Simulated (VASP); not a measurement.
Set up this calculation in VASP 6.6.1, as the native input.

```
Task                   : single point
Functional             : PBE
Dispersion             : D3(BJ)
Potentials or basis    : VASP PAW PBE potentials, release 64 (P)
Cutoff                 : 520 eV
k mesh                 : 10 × 4 × 8
Occupations            : gaussian, width 0.1 eV
Spin                   : no spin polarisation
Dipole correction      : no
Further INCAR settings : ALGO = Normal; EDIFF = 1e-07; NBANDS = 30
```

The structure of P lies in POSCAR:

```
P
1.0
    3.2560737883      0.0000000000      0.0000000000
    0.0000000000      9.9876902897      0.0000000000
    0.0000000000      0.0000000000      4.2168645591
P
8
Direct
    0.0000000000      0.8936196575      0.9280971986
    0.5000000000      0.8936196575      0.5719028014
    0.5000000000      0.6063803425      0.0719028014
    0.0000000000      0.6063803425      0.4280971986
    0.5000000000      0.3936196575      0.9280971986
    0.0000000000      0.3936196575      0.5719028014
    0.0000000000      0.1063803425      0.0719028014
    0.5000000000      0.1063803425      0.4280971986
```

This cell differs from its parent crystal: biaxial strain in the a-b plane: -2.0 %.

One way to write it, as run:

INCAR

```
SYSTEM = P
PREC = Accurate ; ENCUT = 520
EDIFF = 1E-7 ; ISMEAR = 0
SIGMA = 0.1 ; LREAL = .False.
LASPH = .True. ; NELM = 60
ALGO = Normal ; ISIF = 2
LWAVE = .False. ; LCHARG = .False.
GGA = PE ; IVDW = 12
NBANDS = 30
```

KPOINTS

```
Automatic mesh
0
Gamma
  10 4 8
  0 0 0
```

Potentials or basis: VASP PAW PBE potentials, release 64 (P).

Launch:

```bash
$ cat potpaw_PBE.64/P/POTCAR > POTCAR
$ mpirun -np 1 vasp_std > vasp.out
```

Results of the run:

```
Pressure                   : 2.6 GPa
Largest force              : 0.346 eV/Å
Band gap on the k mesh     : zero (bands 20 and 21 overlap by 0.37 eV)
Dispersion energy per atom : -0.409 eV
```

Caveat: the cell differs from its parent crystal (biaxial strain in the a-b plane: -2.0 %).

Wall time 3.9 min on 1 thread of Intel(R) Xeon(R) Platinum 8259CL CPU @ 2.50GHz (Skylake/Cascade Lake), with other jobs on the host, peak memory 0.4 GiB.
